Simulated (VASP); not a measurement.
Write the native input for VASP 6.6.1 that does the following.

```yaml
Task: single point
Functional: PBEsol
Potentials_or_basis: VASP PAW PBE potentials, release 64 (C, Cl, H)
Cutoff: 520 eV
k_mesh: 1 × 1 × 1
Occupations: fermi-dirac, width 0.002 eV
Spin: no spin polarisation
Dipole_correction: no
Further_INCAR_settings: LREAL = Auto; ALGO = Normal; EDIFF = 1e-06; NBANDS = 67
```

The structure of H9C3Cl lies in POSCAR:

```
H9C3Cl
1.0
    7.6151130000      0.0000000000      0.0000000000
    0.0000000000      7.6151130000      0.0000000000
    0.0000000000      0.0000000000      7.6151130000
C Cl H
9 3 27
Direct
    0.2369236018      1.0682047660      0.7489317624
    0.1867470647      0.2488209958      0.2836596121
    0.7366929420      0.6213171098      0.7891806727
    0.6318487986      0.0663286283      0.5042735413
    0.7721487521      0.2178431233      0.4761452653
    0.9138406745      0.7570078080      0.3266530648
    0.7675920239      0.6911256602      0.2102923489
    0.2638437539      0.6331357132      0.6473705643
    0.3706314010      0.6131754053      0.4816737454
    0.2236211071      0.9478388568      0.9501237867
    0.1746132986      0.4297769449      0.1398534730
    0.6091964755      0.4432895480      0.8943662425
    0.1328936288      1.0289013439      0.6534899745
    0.2213624407      1.1970800696      0.8014326248
    0.3672696649      1.0698331069      0.6891690248
    0.1239377538      0.1412454418      0.2147571546
    0.3311572658      0.2392216636      0.3071917646
    0.1343381247      0.2828979688      0.4116682182
    0.7236399512      0.7598968000      0.8423249924
    0.8773080583      0.5876078267      0.8059368259
    0.7077111003      0.6191766294      0.6475675410
    0.6744351660     -0.0541554669      0.4472684778
    0.6130834828      0.0516866920      0.6497474167
    0.5054422699      0.1151394602      0.4572355000
    0.7299300746      0.3359503661      0.5479235830
    0.9011553735      0.2010869701      0.5385212275
    0.7851229522      0.2732592412      0.3441839931
    0.8667369742      0.8056741903      0.4545172212
    1.0015478431      0.6462280993      0.3461668921
    0.9918040612      0.8560477041      0.2444612444
    0.7972829819      0.6920842803      0.0745491236
    0.7233116567      0.5547915047      0.2158864878
    0.6536475559      0.7791611234      0.2115661317
    0.1800367243      0.7552612811      0.6562476486
    0.1798791430      0.5184558653      0.6626953533
    0.3414131872      0.6626165626      0.7623918384
    0.4422390055      0.4949237129      0.4979046273
    0.3078614854      0.6030245382      0.3440132799
    0.4775766295      0.7054130385      0.4506433457
```

These files were run (other wordings do the same):

INCAR

```
SYSTEM = H9C3Cl
PREC     = Accurate       ! precision mode
ENCUT    = 520            ! plane-wave cutoff, eV
EDIFF    = 1E-6           ! SCF threshold, eV
ISMEAR   = -1             ! smearing method
SIGMA    = 0.002          ! smearing width, eV
LREAL    = Auto         
LASPH    = .TRUE.         ! aspherical terms in the spheres
NELM     = 120            ! most SCF steps
ALGO     = Normal         ! electronic algorithm
ISIF     = 2              ! what is computed and relaxed
LWAVE    = .FALSE.        ! write WAVECAR
LCHARG   = .FALSE.        ! write CHGCAR
GGA      = PS             ! functional
NBANDS   = 67             ! bands
GGA_COMPAT= .FALSE.
```

KPOINTS

```
Automatic mesh
0
G
  1 1 1
  0 0 0
```

Potentials or basis: VASP PAW PBE potentials, release 64 (C, Cl, H).

Run with:

```console
$ cat potpaw_PBE.64/C/POTCAR potpaw_PBE.64/Cl/POTCAR potpaw_PBE.64/H/POTCAR > POTCAR
$ mpirun -np 1 vasp_gam > vasp.out
```

Results of the run:

```yaml
Pressure: 0.8 GPa
Largest_force: 3.099 eV/Å
Band_gap_on_the_k_mesh: 5.39 eV
```

Caveat: the k points lie up to 0.83 Å⁻¹ apart; the atoms stand as in a frame of molecular dynamics; the PAW data sets were made with another functional, which shifts forces and pressure a little.

Wall time 74 s on 1 thread of Intel(R) Xeon(R) Platinum 8259CL CPU @ 2.50GHz (Skylake/Cascade Lake), with other jobs on the host, peak memory 0.45 GiB.
